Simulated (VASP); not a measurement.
# Ag (P6_3/mmc) in VASP: notebook

The runs below take Ag through single point, with PBE.

Everything below comes from runs of VASP 6.6.1. Logs are shortened: lines on timing, memory, paths and dates and some standing lists are left out, and cuts for length are marked.

**1. The cell of the first run**

Symmetry: P6_3/mmc, No. 194, hexagonal system. The conventional cell has a = 2.883 Å, b = 2.883 Å, c = 4.948 Å, α = 90.00°, β = 90.00°, γ = 120.00°. Ag (site symmetry -6m2) has 12 Ag at 2.88 to 2.98 Å within 3.8 Å.

This isn't the form of Ag at room conditions, which is fcc.

**2. Single point, PBE**

The input, INCAR:

```
  PREC = Accurate
  ENCUT = 520
  EDIFF = 1E-6
  ISMEAR = 0
  SIGMA = 0.15
  LREAL = False
  LASPH = True
  NELM = 100
  ALGO = Fast
  ISIF = 2
  LWAVE = False
  LCHARG = False
  GGA = PE
  NBANDS = 18
```

The input, KPOINTS:

```
regular mesh
0
Gamma
  24 24 12
```

The input, POSCAR:

```
Ag
1.0
    2.8827317815      0.0000000000      0.0000000000
   -1.4413658908      2.4965189551      0.0000000000
    0.0000000000      0.0000000000      4.9483648444
Ag
2
Direct
    0.3333333333      0.6666666667      0.2500000000
    0.6666666667      0.3333333333      0.7500000000
```

Potentials or basis: VASP PAW PBE potentials, release 64 (Ag).

Run with:

```console
$ cat potpaw_PBE.64/Ag/POTCAR > POTCAR
$ mpirun -np 1 vasp_std > vasp.out
```

OUTCAR:

```text
PREC = Accurate
   ENCUT = 520
   EDIFF = 1E-6
   ISMEAR = 0
   LREAL = False
   LASPH = True
   NELM = 100
   ISIF = 2
   GGA = PE

 ion  position               nearest neighbor table
   1  0.333  0.667  0.250-   2 2.98   2 2.98   2 2.98   2 2.98   2 2.98   2 2.98
   2  0.667  0.333  0.750-   1 2.98   1 2.98   1 2.98   1 2.98   1 2.98   1 2.98

  LATTYP: Found a hexagonal cell.
 ALAT       =     2.8827317815
 C/A-ratio  =     1.7165540256

  Lattice vectors:

 A1 = (   2.8827317815,   0.0000000000,   0.0000000000)
 A2 = (  -1.4413658908,   2.4965189551,   0.0000000000)
 A3 = (   0.0000000000,   0.0000000000,   4.9483648444)

Analysis of symmetry for initial positions (statically):
=====================================================================
 Subroutine PRICEL returns:
 Original cell was already a primitive cell.

 Routine SETGRP: Setting up the symmetry group for a
 hexagonal supercell.

 Subroutine GETGRP returns: Found 24 space group operations
 (whereof 12 operations were pure point group operations)
 out of a pool of 24 trial point group operations.

The static configuration has the point symmetry D_3d.
 The point group associated with its full space group is D_6h.

Analysis of symmetry for dynamics (positions and initial velocities):
=====================================================================
 Subroutine PRICEL returns:
 Original cell was already a primitive cell.

 Routine SETGRP: Setting up the symmetry group for a
 hexagonal supercell.

 Subroutine GETGRP returns: Found 24 space group operations
 (whereof 12 operations were pure point group operations)
 out of a pool of 24 trial point group operations.

The dynamic configuration has the point symmetry D_3d.
 The point group associated with its full space group is D_6h.

 Subroutine INISYM returns: Found 24 space group operations
 (whereof 12 operations are pure point group operations),
 and found     1 'primitive' translations

----------------------------------------------------------------------------------------

                                     Primitive cell

  volume of cell :      35.6124

  direct lattice vectors                    reciprocal lattice vectors
     2.882731781  0.000000000  0.000000000     0.346893182  0.200278872  0.000000000
    -1.441365891  2.496518955  0.000000000     0.000000000  0.400557744  0.000000000
     0.000000000  0.000000000  4.948364844     0.000000000  0.000000000  0.202086958

  length of vectors
     2.882731781  2.882731782  4.948364844     0.400557744  0.400557744  0.202086958

  position of ions in fractional coordinates (direct lattice)
     0.333333333  0.666666667  0.250000000
     0.666666667  0.333333333  0.750000000

  ion indices of the primitive-cell ions
   primitive index   ion index
                 1           1
                 2           2

----------------------------------------------------------------------------------------

 KPOINTS: regular mesh

Automatic generation of k-mesh.
 Grid dimensions read from file:
 generate k-points for:   24   24   12

 Generating k-lattice:

  Cartesian coordinates                     Fractional coordinates (reciprocal lattice)
     0.014453883  0.008344953  0.000000000     0.041666667  0.000000000  0.000000000
     0.000000000  0.016689906  0.000000000     0.000000000  0.041666667  0.000000000
     0.000000000  0.000000000  0.016840580     0.000000000  0.000000000  0.083333333

  Length of vectors
     0.016689906  0.016689906  0.016840580

  Shift w.r.t. Gamma in fractional coordinates (k-lattice)
     0.000000000  0.000000000  0.000000000

 Subroutine IBZKPT returns following result:
 ===========================================

 Found    427 irreducible k-points:

 Following reciprocal coordinates:
            Coordinates               Weight
  0.000000  0.000000  0.000000      1.000000
  0.041667  0.000000  0.000000      6.000000
  0.083333 -0.000000  0.000000      6.000000
  0.125000 -0.000000  0.000000      6.000000
  0.166667 -0.000000  0.000000      6.000000
  0.208333 -0.000000  0.000000      6.000000
[... 16 lines left out ...]
  0.416667  0.041667  0.000000     12.000000
  0.458333  0.041667  0.000000     12.000000
 [... further k-points ...]
   k-points           NKPTS =    427   k-points in BZ     NKDIM =    427   number of bands    NBANDS=     18
   number of dos      NEDOS =    301   number of ions     NIONS =      2
   total plane-waves  NPLWV =  23040
   dimension x,y,z NGX =    24 NGY =   24 NGZ =   40
   dimension x,y,z NGXF=    48 NGYF=   48 NGZF=   80
   ions per type =               2
   NGX,Y,Z   is equivalent  to a cutoff of  13.84, 13.84, 13.44 a.u.
   NGXF,Y,Z  is equivalent  to a cutoff of  27.68, 27.68, 26.88 a.u.
 SYSTEM =  unknown system
   PREC   = accura    normal or accurate (medium, high low for compatibility)
   ISTART =      0    job   : 0-new  1-cont  2-samecut
   ICHARG =      2    charge: 1-file 2-atom 10-const
   ISPIN  =      1    spin polarized calculation?
   LNONCOLLINEAR =      F non collinear calculations
   LSORBIT =      F    spin-orbit coupling
   LASPH  =      T    aspherical Exc in radial PAW
   ENCUT  =  520.0 eV  38.22 Ry    6.18 a.u.   5.36  5.36  9.20*2*pi/ulx,y,z
   NELM   =    100;   NELMIN=  2; NELMDL= -5     # of ELM steps
   EDIFF  = 0.1E-05   stopping-criterion for ELM
   LREAL  =      F    real-space projection
   EDIFFG = 0.1E-04   stopping-criterion for IOM
   NSW    =      0    number of steps for IOM
   IBRION =     -1    ionic relax: 0-MD 1-quasi-New 2-CG
   NFREE  =      0    steps in history (QN), initial steepest desc. (CG)
   ISIF   =      2    stress and relaxation
   ISYM   =      2    0-nonsym 1-usesym 2-fastsym
   POTIM  = 0.5000    time-step for ionic-motion
   TEBEG  =    0.0;   TEEND  =   0.0 temperature during run
   PSTRESS=    0.0 pullay stress
   NELECT =      22.0000    total number of electrons
   NUPDOWN=      -1.0000    fix difference up-down
   EMIN   =  10.00;   EMAX   =-10.00  energy-range for DOS
   EFERMI =   0.00;   METHOD = LEGACY
   ISMEAR =     0;   SIGMA  =   0.15  broadening in eV -4-tet -1-fermi 0-gaus
   EFERMI_NEDOS =   21; number of points for ismear=-14 and -15
   IALGO  =     68    algorithm
   IMIX   =      4    mixing-type and parameters
     AMIX     =   0.40;   BMIX     =  1.00
     AMIX_MAG =   1.60;   BMIX_MAG =  1.00
  volume/ion in A,a.u.               =      17.81       120.16
  Fermi-wavevector in a.u.,A,eV,Ry     =   1.394276  2.634800 26.449806  1.944006
  Thomas-Fermi vector in A             =   2.517841
   LORBIT       =      0    0 simple, 1 ext, 2 COOP (PROOUT), +10 PAW based schemes
   GGA     = PE    functional components
   LHFCALC =     F    Hartree Fock is set to
   AEXX    =    0.0000 exact exchange contribution
   IVDW    =     0    specifies the selected vdW correction
   LEPSILON=     F    determine dielectric tensor
   LRPA    =     F    only Hartree local field effects (RPA)
 non-spin polarized calculation
 RMM-DIIS sequential band-by-band and
 Gauss-broadening in eV      SIGMA  =   0.15
  energy-cutoff  :      520.00
  volume of cell :       35.61
 maximum number of plane-waves:       990
 NGX is ok and might be reduce to    24

 number of electron      22.0000004 magnetization

 Free energy of the ion-electron system (eV)
  ---------------------------------------------------
  ext. energy  EPLUGINS =         0.00000000
  ---------------------------------------------------
  free energy    TOTEN  =        -5.41823827 eV

  energy without entropy =       -5.41187331  energy(sigma->0) =       -5.41505579

 E-fermi :   7.8835     XC(G=0): -11.9498

 val. band max:        7.8787210304   @ k =   0.2500   0.1667   0.4167
 cond. band min:       7.8875484806   @ k =   0.1667   0.0417   0.1667
 fundamental gap:      0.0088274503
 Fermi energy:         7.8835347628

 k-point     1 :       0.0000    0.0000    0.0000
  band No.  band energies     occupation
      1       0.3863      2.00000
      2       1.6529      2.00000
      3       2.9906      2.00000
      4       3.2557      2.00000
      5       3.2557      2.00000
      6       3.4365      2.00000
[... 10 lines left out ...]
     17      26.4249      0.00000
     18      26.4249      0.00000

 k-point     2 :       0.0417    0.0000    0.0000
  band No.  band energies     occupation
      1       0.4354      2.00000
      2       1.6836      2.00000
      3       2.9895      2.00000
      4       3.2554      2.00000
      5       3.2814      2.00000
      6       3.4247      2.00000
[... 10 lines left out ...]
     17      25.9795      0.00000
     18      26.3844      0.00000

 k-point     3 :       0.0833   -0.0000    0.0000
  band No.  band energies     occupation
      1       0.5804      2.00000
      2       1.7713      2.00000
      3       2.9765      2.00000
      4       3.2644      2.00000
      5       3.3573      2.00000
      6       3.3961      2.00000
[... 10 lines left out ...]
     17      25.1169      0.00000
     18      26.5682      0.00000

 k-point     4 :       0.1250   -0.0000    0.0000
  band No.  band energies     occupation
      1       0.8134      2.00000
      2       1.9011      2.00000
      3       2.9410      2.00000
      4       3.2720      2.00000
      5       3.3970      2.00000
      6       3.4803      2.00000
[... 375 lines left out ...]
      4       3.3673      2.00000
      5       3.4819      2.00000
      6       3.5083      2.00000
[... 10 lines left out ...]
     17      19.2598      0.00000
     18      23.8471      0.00000

 k-point    23 :       0.4167    0.0417    0.0000
  band No.  band energies     occupation
      1       1.7814      2.00000
      2       2.0725      2.00000
      3       2.1583      2.00000
      4       3.3450      2.00000
      5       3.4238      2.00000
      6       3.5798      2.00000
[... 10 lines left out ...]
     17      18.7738      0.00000
     18      23.6349      0.00000

 k-point    24 :       0.4583    0.0417    0.0000
  band No.  band energies     occupation
      1       1.7508      2.00000
      2       2.0560      2.00000
      3       2.1121      2.00000
      4       3.3385      2.00000
      5       3.3892      2.00000
      6       3.6175      2.00000
[... 10 lines left out ...]
     17      18.6085      0.00000
     18      23.5274      0.00000

 [... further k-points ...]

------------------------ aborting loop because EDIFF is reached ----------------------------------------

  FORCE on cell =-STRESS in cart. coord.  units (eV):
  Direction    XX          YY          ZZ          XY          YZ          ZX
  --------------------------------------------------------------------------------------
  -------------------------------------------------------------------------------------
  Total        0.4420465      0.4420465     -0.4899418     -0.0000000      0.0000000     -0.0000000
  in kB       19.8873874     19.8873874    -22.0421643     -0.0000000      0.0000000     -0.0000000
  external PRESSURE =       5.9108701 kB  Pullay stress =       0.0000000 kB

 VOLUME and BASIS-vectors are now :
 -----------------------------------------------------------------------------
  energy-cutoff  :      520.00
  volume of cell :       35.61
      direct lattice vectors                 reciprocal lattice vectors
     2.882731781  0.000000000  0.000000000     0.346893182  0.200278872  0.000000000
    -1.441365891  2.496518955  0.000000000     0.000000000  0.400557744  0.000000000
     0.000000000  0.000000000  4.948364844     0.000000000  0.000000000  0.202086958

 POSITION                                       TOTAL-FORCE (eV/Angst)
 -----------------------------------------------------------------------------------
     -0.00000      1.66435      1.23709         0.000000      0.000000      0.000000
      1.44137      0.83217      3.71127        -0.000000      0.000000     -0.000000
 -----------------------------------------------------------------------------------
    total drift:                               -0.000000      0.000000     -0.000000

  FREE ENERGIE OF THE ION-ELECTRON SYSTEM (eV)
  ---------------------------------------------------
  free  energy   TOTEN  =        -5.4182382717 eV

  energy  without entropy=       -5.4118733064  energy(sigma->0) =       -5.41505579
```

Wall time 2.9 min (1 thread of Intel Xeon Platinum 8259CL at 2.50GHz (Skylake/Cascade Lake), shared host); peak memory 0.33 GiB.

Results:

```yaml
Free_energy: -5.4182 eV
Pressure: 0.6 GPa
Band_gap_on_the_k_mesh: zero (bands 11 and 12 overlap by 7.59 eV)
```

**3. Single point, PBE**

This run uses another cell than the first one, of the same volume but with other edges.

The input, INCAR:

```
SYSTEM = Ag
ALGO = Fast
EDIFF = 1E-6
ENCUT = 520
GGA = PE
ISIF = 2
ISMEAR = 0
LASPH = .TRUE.
LCHARG = .FALSE.
LREAL = .FALSE.
LWAVE = .FALSE.
NBANDS = 18
NELM = 100
PREC = Accurate
SIGMA = 0.15
```

The input, KPOINTS:

```
k-points
0
G
  24 24 12
  0 0 0
```

The input, POSCAR:

```
Ag
1.0
    3.1562447531      0.0000000000      0.0000000000
   -1.5781223765      2.7333881367      0.0000000000
    0.0000000000      0.0000000000      4.1278968661
Ag
2
Direct
    0.3333333333      0.6666666667      0.2500000000
    0.6666666667      0.3333333333      0.7500000000
```

Potentials or basis: VASP PAW PBE potentials, release 64 (Ag).

Run with:

```console
$ cat potpaw_PBE.64/Ag/POTCAR > POTCAR
$ mpirun -np 1 vasp_std > vasp.out
```

Run time: 3.7 min. Hardware: 1 thread of Intel Xeon 8259CL, shared host; peak memory 0.33 GiB.

Results (log left out):

* Free energy: -5.1571 eV
* Pressure: 5.1 GPa
* Band gap on the k mesh: zero (bands 11 and 12 overlap by 6.31 eV)

Stress tensor (GPa, compression positive):
```
 0.37  0.00  0.00
 0.00  0.37  0.00
 0.00  0.00 14.57
```

Levels at points of the mesh, in eV from the Fermi level:
| k point | band 9 | band 10 | band 11 | band 12 | band 13 | band 14 |
| --- | --- | --- | --- | --- | --- | --- |
| (0.00, 0.00, 0.00) | -3.87 | -3.07 | -3.07 | 1.69 | 6.52 | 13.86 |
| (0.50, 0.00, 0.00) | -3.20 | -2.61 | -0.68 | 0.35 | 7.95 | 8.26 |
| (0.00, 0.00, 0.50) | -3.24 | -3.24 | -3.24 | -3.24 | 13.98 | 13.98 |
| (0.50, 0.00, 0.50) | -3.28 | -3.28 | 0.56 | 0.56 | 4.06 | 4.06 |

Caveat: the cell stands under pressure.

(Part 1 of 2 ends here.)
